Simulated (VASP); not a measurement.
Write the native input for VASP 6.6.1 that does the following.

- Task: single point
- Functional: PBE
- Potentials or basis: VASP PAW PBE potentials, release 64 (Ta_sv_GW, N)
- Cutoff: 700 eV
- k mesh: 20 × 20 × 20
- Occupations: gaussian, width 0.15 eV
- Spin: no spin polarisation
- Dipole correction: no
- Further INCAR settings: ALGO = Normal; EDIFF = 1e-06; NBANDS = 16

The structure of TaN lies in POSCAR:

```
TaN
1.0
   -0.4722201551      1.9702978885      1.9702978885
    1.9702978885     -0.4722201551      1.9702978885
    1.9702978885      1.9702978885     -0.4722201551
Ta N
1 1
Direct
    0.5000000000      0.5000000000      0.5000000000
    0.0000000000      0.0000000000      0.0000000000
```

This cell differs from its parent crystal: ratio of the length along [111] to the lengths across it x 0.71, volume and fractional coordinates fixed.

These files were run (other wordings do the same):

INCAR

```
SYSTEM = TaN
PREC     = Accurate       ! precision mode
ENCUT    = 700            ! plane-wave cutoff, eV
EDIFF    = 1E-6           ! SCF threshold, eV
ISMEAR   = 0              ! smearing method
SIGMA    = 0.15           ! smearing width, eV
LREAL    = .False.        ! projectors in reciprocal space
LASPH    = .True.         ! aspherical terms in the spheres
NELM     = 120            ! most SCF steps
ALGO     = Normal         ! electronic algorithm
ISIF     = 2              ! what is computed and relaxed
LWAVE    = .False.        ! write WAVECAR
LCHARG   = .False.        ! write CHGCAR
GGA      = PE             ! functional
NBANDS   = 16             ! bands
GGA_COMPAT= .False.
```

KPOINTS

```
Automatic mesh
0
Gamma
  20 20 20
  0 0 0
```

Potentials or basis: VASP PAW PBE potentials, release 64 (Ta_sv_GW, N).

The run is started by

```console
$ cat potpaw_PBE.64/Ta_sv_GW/POTCAR potpaw_PBE.64/N/POTCAR > POTCAR
$ mpirun -np 1 vasp_std > vasp.out
```

Results of the run:

```
Pressure               : 13.2 GPa
Band gap on the k mesh : zero (bands 9 and 10 overlap by 6.69 eV)
```

Caveat: the cell stands under pressure; spin-orbit coupling is left out, which moves the levels of the heavy elements.

Wall time 110 s on 1 thread of Intel(R) Xeon(R) Platinum 8488C (Sapphire Rapids), with other jobs on the host, peak memory 0.52 GiB.
